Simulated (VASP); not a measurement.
Write the native input for VASP 6.6.1 that does the following.

```
Task                   : single point
Functional             : PBE
Potentials or basis    : VASP PAW PBE potentials, release 64 (Cr_pv)
Cutoff                 : 520 eV
k mesh                 : 24 × 24 × 24
Occupations            : gaussian, width 0.15 eV
Spin                   : no spin polarisation
Dipole correction      : no
Further INCAR settings : ALGO = Fast; EDIFF = 1e-06; NBANDS = 12
```

The structure of Cr lies in POSCAR:

```
Cr
1.0
   -1.3698525000      1.4419500000      1.4419500000
    1.3698525000     -1.4419500000      1.4419500000
    1.3698525000      1.4419500000     -1.4419500000
Cr
1
Direct
    0.0000000000      0.0000000000      0.0000000000
```

This cell differs from its parent crystal: strain -0.0500 x Voigt [1, 0, 0, 0, 0, 0].

These files were run (other wordings do the same):

INCAR

```
ALGO = Fast
EDIFF = 1E-6
ENCUT = 520
GGA = PE
ISIF = 2
ISMEAR = 0
LASPH = True
LCHARG = False
LREAL = False
LWAVE = False
NBANDS = 12
NELM = 100
PREC = Accurate
SIGMA = 0.15
```

KPOINTS

```
k-points
0
Gamma
  24 24 24
```

Potentials or basis: VASP PAW PBE potentials, release 64 (Cr_pv).

Run with:

```bash
$ cat potpaw_PBE.64/Cr_pv/POTCAR > POTCAR
$ mpirun -np 1 vasp_std > vasp.out
```

Results of the run:

```
Pressure               : 3.9 GPa
Band gap on the k mesh : zero (bands 6 and 7 overlap by 3.31 eV)
```

Caveat: the cell differs from its parent crystal (strain -0.0500 x Voigt [1, 0, 0, 0, 0, 0]); the stress differs along the axes, from -2 to 17 GPa; the run has no spin polarisation, though such a crystal can be magnetic.

It took 46 s on 1 thread of AMD EPYC 9R45 (Zen 5), on a shared host, peak memory 0.21 GiB.
